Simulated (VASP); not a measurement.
# Sc (P6_3/mmc) in VASP: a series of runs

Runs on Sc. Level: PBE. Tasks: single point.

Program: VASP 6.6.1. These are calculated values, not measurements. Logs are shortened: lines on timing, memory, paths and dates and some standing lists are left out, and cuts for length are marked.

**1. The cell of the first run**

Symmetry: P6_3/mmc, No. 194, hexagonal system. Conventional cell: a = 2.964 Å, b = 2.964 Å, c = 4.590 Å, α = 90.00°, β = 90.00°, γ = 120.00°. Within 3.8 Å of Sc (site symmetry -6m2) lie 12 Sc at 2.86 to 2.96 Å.

**2. Single point, PBE**

The input, INCAR:

```
PREC = Accurate
ENCUT = 520
EDIFF = 1E-7
ISMEAR = -1
SIGMA = 0.1
LREAL = False
LASPH = True
NELM = 100
ALGO = Normal
ISIF = 2
LWAVE = False
LCHARG = False
GGA = PE
NBANDS = 18
```

The input, KPOINTS:

```
Automatic mesh
0
Gamma
  15 15 8
```

The input, POSCAR:

```
Sc
1.0
    2.9643126306      0.0000000000      0.0000000000
   -1.4821563153      2.5671700428      0.0000000000
    0.0000000000      0.0000000000      4.5903070396
Sc
2
Direct
    0.3333333333      0.6666666667      0.2500000000
    0.6666666667      0.3333333333      0.7500000000
```

Potentials or basis: VASP PAW PBE potentials, release 64 (Sc_sv).

Run with:

```sh
$ cat potpaw_PBE.64/Sc_sv/POTCAR > POTCAR
$ mpirun -np 1 vasp_std > vasp.out
```

OUTCAR:

```text
PREC = Accurate
   ENCUT = 520
   EDIFF = 1E-7
   ISMEAR = -1
   LREAL = False
   LASPH = True
   NELM = 100
   ISIF = 2
   GGA = PE

 ion  position               nearest neighbor table
   1  0.333  0.667  0.250-   2 2.86   2 2.86   2 2.86   2 2.86   2 2.86   2 2.86
   2  0.667  0.333  0.750-   1 2.86   1 2.86   1 2.86   1 2.86   1 2.86   1 2.86

  LATTYP: Found a hexagonal cell.
 ALAT       =     2.9643126306
 C/A-ratio  =     1.5485232537

  Lattice vectors:

 A1 = (   2.9643126306,   0.0000000000,   0.0000000000)
 A2 = (  -1.4821563153,   2.5671700428,   0.0000000000)
 A3 = (   0.0000000000,   0.0000000000,   4.5903070396)

Analysis of symmetry for initial positions (statically):
=====================================================================
 Subroutine PRICEL returns:
 Original cell was already a primitive cell.

 Routine SETGRP: Setting up the symmetry group for a
 hexagonal supercell.

 Subroutine GETGRP returns: Found 24 space group operations
 (whereof 12 operations were pure point group operations)
 out of a pool of 24 trial point group operations.

The static configuration has the point symmetry D_3d.
 The point group associated with its full space group is D_6h.

Analysis of symmetry for dynamics (positions and initial velocities):
=====================================================================
 Subroutine PRICEL returns:
 Original cell was already a primitive cell.

 Routine SETGRP: Setting up the symmetry group for a
 hexagonal supercell.

 Subroutine GETGRP returns: Found 24 space group operations
 (whereof 12 operations were pure point group operations)
 out of a pool of 24 trial point group operations.

The dynamic configuration has the point symmetry D_3d.
 The point group associated with its full space group is D_6h.

 Subroutine INISYM returns: Found 24 space group operations
 (whereof 12 operations are pure point group operations),
 and found     1 'primitive' translations

----------------------------------------------------------------------------------------

                                     Primitive cell

  volume of cell :      34.9318

  direct lattice vectors                    reciprocal lattice vectors
     2.964312631  0.000000000  0.000000000     0.337346334  0.194766997  0.000000000
    -1.482156315  2.567170043  0.000000000     0.000000000  0.389533994  0.000000000
     0.000000000  0.000000000  4.590307040     0.000000000  0.000000000  0.217850351

  length of vectors
     2.964312631  2.964312631  4.590307040     0.389533994  0.389533994  0.217850351

  position of ions in fractional coordinates (direct lattice)
     0.333333333  0.666666667  0.250000000
     0.666666667  0.333333333  0.750000000

  ion indices of the primitive-cell ions
   primitive index   ion index
                 1           1
                 2           2

----------------------------------------------------------------------------------------

 KPOINTS: Automatic mesh

Automatic generation of k-mesh.
 Grid dimensions read from file:
 generate k-points for:   15   15    8

 Generating k-lattice:

  Cartesian coordinates                     Fractional coordinates (reciprocal lattice)
     0.022489756  0.012984466  0.000000000     0.066666667 -0.000000000  0.000000000
     0.000000000  0.025968933  0.000000000     0.000000000  0.066666667  0.000000000
     0.000000000  0.000000000  0.027231294     0.000000000  0.000000000  0.125000000

  Length of vectors
     0.025968933  0.025968933  0.027231294

  Shift w.r.t. Gamma in fractional coordinates (k-lattice)
     0.000000000  0.000000000  0.000000000

 Subroutine IBZKPT returns following result:
 ===========================================

 Found    135 irreducible k-points:

 Following reciprocal coordinates:
            Coordinates               Weight
  0.000000  0.000000  0.000000      1.000000
  0.066667  0.000000  0.000000      6.000000
  0.133333  0.000000  0.000000      6.000000
  0.200000  0.000000  0.000000      6.000000
  0.266667  0.000000  0.000000      6.000000
  0.333333  0.000000  0.000000      6.000000
[... 16 lines left out ...]
  0.333333  0.200000  0.000000     12.000000
  0.400000  0.200000  0.000000      6.000000
 [... further k-points ...]
   k-points           NKPTS =    135   k-points in BZ     NKDIM =    135   number of bands    NBANDS=     18
   number of dos      NEDOS =    301   number of ions     NIONS =      2
   total plane-waves  NPLWV =  20736
   dimension x,y,z NGX =    24 NGY =   24 NGZ =   36
   dimension x,y,z NGXF=    48 NGYF=   48 NGZF=   72
   ions per type =               2
   NGX,Y,Z   is equivalent  to a cutoff of  13.46, 13.46, 13.04 a.u.
   NGXF,Y,Z  is equivalent  to a cutoff of  26.92, 26.92, 26.08 a.u.
 SYSTEM =  unknown system
   PREC   = accura    normal or accurate (medium, high low for compatibility)
   ISTART =      0    job   : 0-new  1-cont  2-samecut
   ICHARG =      2    charge: 1-file 2-atom 10-const
   ISPIN  =      1    spin polarized calculation?
   LNONCOLLINEAR =      F non collinear calculations
   LSORBIT =      F    spin-orbit coupling
   LASPH  =      T    aspherical Exc in radial PAW
   ENCUT  =  520.0 eV  38.22 Ry    6.18 a.u.   5.51  5.51  8.53*2*pi/ulx,y,z
   NELM   =    100;   NELMIN=  2; NELMDL= -5     # of ELM steps
   EDIFF  = 0.1E-06   stopping-criterion for ELM
   LREAL  =      F    real-space projection
   EDIFFG = 0.1E-05   stopping-criterion for IOM
   NSW    =      0    number of steps for IOM
   IBRION =     -1    ionic relax: 0-MD 1-quasi-New 2-CG
   NFREE  =      0    steps in history (QN), initial steepest desc. (CG)
   ISIF   =      2    stress and relaxation
   ISYM   =      2    0-nonsym 1-usesym 2-fastsym
   POTIM  = 0.5000    time-step for ionic-motion
   TEBEG  =    0.0;   TEEND  =   0.0 temperature during run
   PSTRESS=    0.0 pullay stress
   NELECT =      22.0000    total number of electrons
   NUPDOWN=      -1.0000    fix difference up-down
   EMIN   =  10.00;   EMAX   =-10.00  energy-range for DOS
   EFERMI =   0.00;   METHOD = LEGACY
   ISMEAR =    -1;   SIGMA  =   0.10  broadening in eV -4-tet -1-fermi 0-gaus
   EFERMI_NEDOS =   21; number of points for ismear=-14 and -15
   IALGO  =     38    algorithm
   IMIX   =      4    mixing-type and parameters
     AMIX     =   0.40;   BMIX     =  1.00
     AMIX_MAG =   1.60;   BMIX_MAG =  1.00
  volume/ion in A,a.u.               =      17.47       117.87
  Fermi-wavevector in a.u.,A,eV,Ry     =   1.403273  2.651802 26.792266  1.969176
  Thomas-Fermi vector in A             =   2.525952
   LORBIT       =      0    0 simple, 1 ext, 2 COOP (PROOUT), +10 PAW based schemes
   GGA     = PE    functional components
   LHFCALC =     F    Hartree Fock is set to
   AEXX    =    0.0000 exact exchange contribution
   IVDW    =     0    specifies the selected vdW correction
   LEPSILON=     F    determine dielectric tensor
   LRPA    =     F    only Hartree local field effects (RPA)
 non-spin polarized calculation
  energy-cutoff  :      520.00
  volume of cell :       34.93
 maximum number of plane-waves:       968
 NGX is ok and might be reduce to    24

 number of electron      22.0000005 magnetization

 Free energy of the ion-electron system (eV)
  ---------------------------------------------------
  ext. energy  EPLUGINS =         0.00000000
  ---------------------------------------------------
  free energy    TOTEN  =       -11.40111665 eV

  energy without entropy =      -11.30578334  energy(sigma->0) =      -11.35344999

 E-fermi :   5.9788     XC(G=0): -11.3580

 val. band max:        5.9766156645   @ k =   0.4000   0.0667   0.1250
 cond. band min:       5.9794531156   @ k =   0.2000   0.2000   0.3750
 fundamental gap:      0.0028374511
 Fermi energy:         5.9788193742

 k-point     1 :       0.0000    0.0000    0.0000
  band No.  band energies     occupation
      1     -42.6813      2.00000
      2     -42.3902      2.00000
      3     -21.9593      2.00000
      4     -20.9123      2.00000
      5     -20.9123      2.00000
      6     -20.7243      2.00000
[... 10 lines left out ...]
     17       9.0276      0.00000
     18       9.0276      0.00000

 k-point     2 :       0.0667    0.0000    0.0000
  band No.  band energies     occupation
      1     -42.6729      2.00000
      2     -42.3874      2.00000
      3     -21.9420      2.00000
      4     -20.9471      2.00000
      5     -20.9243      2.00000
      6     -20.7609      2.00000
[... 10 lines left out ...]
     17       8.9118      0.00000
     18       8.9294      0.00000

 k-point     3 :       0.1333    0.0000    0.0000
  band No.  band energies     occupation
      1     -42.6487      2.00000
      2     -42.3797      2.00000
      3     -21.8913      2.00000
      4     -21.0460      2.00000
      5     -20.9573      2.00000
      6     -20.8621      2.00000
[... 10 lines left out ...]
     17       8.9223      0.00000
     18       9.0285      0.00000

 k-point     4 :       0.2000    0.0000    0.0000
  band No.  band energies     occupation
      1     -42.6119      2.00000
      2     -42.3693      2.00000
      3     -21.8118      2.00000
      4     -21.1928      2.00000
      5     -21.0052      2.00000
      6     -21.0037      2.00000
[... 375 lines left out ...]
      4     -21.4628      2.00000
      5     -21.4283      2.00000
      6     -21.1751      2.00000
[... 10 lines left out ...]
     17      11.1308      0.00000
     18      11.5749      0.00000

 k-point    23 :       0.3333    0.2000    0.0000
  band No.  band energies     occupation
      1     -42.4372      2.00000
      2     -42.3592      2.00000
      3     -21.6191      2.00000
      4     -21.4236      2.00000
      5     -21.3654      2.00000
      6     -21.2576      2.00000
[... 10 lines left out ...]
     17      11.3973      0.00000
     18      11.5749      0.00000

 k-point    24 :       0.4000    0.2000    0.0000
  band No.  band energies     occupation
      1     -42.4228      2.00000
      2     -42.3643      2.00000
      3     -21.6451      2.00000
      4     -21.4089      2.00000
      5     -21.3179      2.00000
      6     -21.3005      2.00000
[... 10 lines left out ...]
     17      11.3735      0.00000
     18      11.5750      0.00000

 [... further k-points ...]
[... 5 lines left out ...]
  --------------------------------------------------------------------------------------
  -------------------------------------------------------------------------------------
  Total        7.0152962      7.0152962      7.0272494      0.0000000      0.0000000     -0.0000000
  in kB      321.7630840    321.7630840    322.3113297      0.0000000      0.0000000     -0.0000000
  external PRESSURE =     321.9458326 kB  Pullay stress =       0.0000000 kB

 VOLUME and BASIS-vectors are now :
 -----------------------------------------------------------------------------
  energy-cutoff  :      520.00
  volume of cell :       34.93
      direct lattice vectors                 reciprocal lattice vectors
     2.964312631  0.000000000  0.000000000     0.337346334  0.194766997  0.000000000
    -1.482156315  2.567170043  0.000000000     0.000000000  0.389533994  0.000000000
     0.000000000  0.000000000  4.590307040     0.000000000  0.000000000  0.217850351

 POSITION                                       TOTAL-FORCE (eV/Angst)
 -----------------------------------------------------------------------------------
     -0.00000      1.71145      1.14758         0.000000      0.000000      0.000000
      1.48216      0.85572      3.44273        -0.000000      0.000000      0.000000
 -----------------------------------------------------------------------------------
    total drift:                               -0.000000      0.000000     -0.000000

  FREE ENERGIE OF THE ION-ELECTRON SYSTEM (eV)
  ---------------------------------------------------
  free  energy   TOTEN  =       -11.4011166500 eV

  energy  without entropy=      -11.3057833395  energy(sigma->0) =      -11.35344999
```

It took 25 s on 1 thread of Intel Xeon 6975P-C (Granite Rapids), shared host; peak memory 0.2 GiB.

What came out:

```yaml
Free_energy: -11.4011 eV
Pressure: 32.2 GPa
Band_gap_on_the_k_mesh: zero (band 11 reaches 7.87 eV, above the bottom of band 12 at 5.32 eV)
```

Levels at points of the mesh, in eV from the Fermi level:
```tsv
k point	band 7	band 8	band 9	band 10	band 11	band 12	band 13	band 14	band 15	band 16
(0.00, 0.00, 0.00)	-26.70	-26.64	-5.55	-2.20	1.89	1.93	1.93	2.40	2.67	2.67
(0.00, 0.00, 0.50)	-26.80	-26.80	-3.56	-3.56	1.22	1.22	1.80	1.80	1.80	1.80
```

**3. Single point, PBE**

The input, INCAR:

```
SYSTEM = Sc
  ALGO = Normal
  EDIFF = 1E-7
  ENCUT = 520
  GGA = PE
  ISIF = 2
  ISMEAR = -1
  LASPH = .True.
  LCHARG = .False.
  LREAL = .False.
  LWAVE = .False.
  NBANDS = 18
  NELM = 80
  PREC = Accurate
  SIGMA = 0.1
```

The input, KPOINTS:

```
k-points
0
Gamma
  15 15 8
  0 0 0
```

POSCAR is that of step 2.

Potentials or basis: VASP PAW PBE potentials, release 64 (Sc_sv).

Run with:

```sh
$ cat potpaw_PBE.64/Sc_sv/POTCAR > POTCAR
$ mpirun -np 1 vasp_std > vasp.out
```

Wall time 25 s (1 thread of Intel Xeon 6975P-C (Granite Rapids), shared host); peak memory 0.2 GiB.

Results (log left out):

```
Free energy            : -11.4011 eV
Pressure               : 32.2 GPa
Band gap on the k mesh : zero (band 11 reaches 7.87 eV, above the bottom of band 12 at 5.32 eV)
```

Levels at points of the mesh, in eV from the Fermi level:
```
           k point  band 8  band 9  band 10  band 11  band 12  band 13  band 14  band 15
(0.00, 0.00, 0.00)  -26.64   -5.55    -2.20     1.89     1.93     1.93     2.40     2.67
(0.00, 0.00, 0.50)  -26.80   -3.56    -3.56     1.22     1.22     1.80     1.80     1.80
```

**4. Single point, PBE**

This run uses another cell than the first one: it holds 4 atoms, not 2.

The input, INCAR:

```
PREC = Accurate
ENCUT = 520
EDIFF = 1E-6
ISMEAR = -1
SIGMA = 0.1
LREAL = False
LASPH = True
NELM = 80
ALGO = Normal
ISIF = 2
LWAVE = False
LCHARG = True
GGA = PE
LELF = True
LVHAR = True
NBANDS = 30
```

The input, KPOINTS:

```
Automatic mesh
0
Gamma
  12 12 4
```

The input, POSCAR:

```
Sc
1.0
    2.9197465418      0.0000000000      0.0000000000
   -1.4598732709      2.5285746778      0.0000000000
    0.0000000000      0.0000000000      9.3613822441
Sc
4
Direct
    0.0000000000      0.0000000000      0.0000000000
    0.0000000000      0.0000000000      0.5000000000
    0.3333333333      0.6666666667      0.2500000000
    0.6666666667      0.3333333333      0.7500000000
```

Run with:

```sh
$ cat potpaw_PBE.64/Sc_sv/POTCAR > POTCAR
$ mpirun -np 1 vasp_std > vasp.out
```

Wall time 46 s (1 thread of Intel Xeon 6975P-C (Granite Rapids), shared host); peak memory 0.23 GiB.

It converged, with:

| Property | Result |
| --- | --- |
| Free energy | -22.6680 eV |
| Pressure | 32.2 GPa |
| Band gap on the k mesh | zero (band 22 reaches 7.44 eV, above the bottom of band 23 at 5.63 eV) |

Levels at points of the mesh, in eV from the Fermi level:
```tsv
k point	band 18	band 19	band 20	band 21	band 22	band 23	band 24	band 25	band 26	band 27
(0.00, 0.00, 0.00)	-3.66	-3.65	-2.21	0.98	1.04	1.57	1.78	1.78	1.85	1.85
(0.50, 0.00, 0.00)	-2.27	-1.74	-1.34	-0.65	-0.61	-0.46	0.77	0.94	1.71	2.31
(0.00, 0.00, 0.50)	-5.03	-2.47	-2.47	1.03	1.03	1.73	1.73	1.94	1.94	1.94
(0.50, 0.00, 0.50)	-2.04	-1.86	-1.86	-1.00	-1.00	0.60	0.60	1.72	1.72	2.13
```

**5. Single point, PBE**

This run uses another cell than the first one: it holds 4 atoms, not 2.

The input, INCAR:

```
SYSTEM = Sc
PREC = Accurate ; ENCUT = 520
EDIFF = 1E-6 ; ISMEAR = -1
SIGMA = 0.1 ; LREAL = .FALSE.
LASPH = .TRUE. ; NELM = 100
ALGO = Normal ; ISIF = 2
LWAVE = .FALSE. ; LCHARG = .FALSE.
GGA = PE ; NBANDS = 30
```

The input, KPOINTS:

```
regular mesh
0
G
  12 12 4
  0 0 0
```

POSCAR is that of step 4.

Run with:

```sh
$ cat potpaw_PBE.64/Sc_sv/POTCAR > POTCAR
$ mpirun -np 1 vasp_std > vasp.out
```

It took 45 s on 1 thread of Intel Xeon 6975P-C (Granite Rapids), shared host; peak memory 0.23 GiB.

Results (log left out):

```yaml
Free_energy: -22.6680 eV
Pressure: 32.2 GPa
Band_gap_on_the_k_mesh: zero (band 22 reaches 7.44 eV, above the bottom of band 23 at 5.63 eV)
```

Levels at points of the mesh, in eV from the Fermi level:
```
           k point  band 18  band 19  band 20  band 21  band 22  band 23  band 24  band 25  band 26  band 27
(0.00, 0.00, 0.00)    -3.66    -3.65    -2.21     0.98     1.04     1.57     1.78     1.78     1.85     1.85
(0.50, 0.00, 0.00)    -2.27    -1.74    -1.34    -0.65    -0.61    -0.46     0.77     0.94     1.71     2.31
(0.00, 0.00, 0.50)    -5.03    -2.47    -2.47     1.03     1.03     1.73     1.73     1.94     1.94     1.94
(0.50, 0.00, 0.50)    -2.04    -1.86    -1.86    -1.00    -1.00     0.60     0.60     1.72     1.72     2.13
```
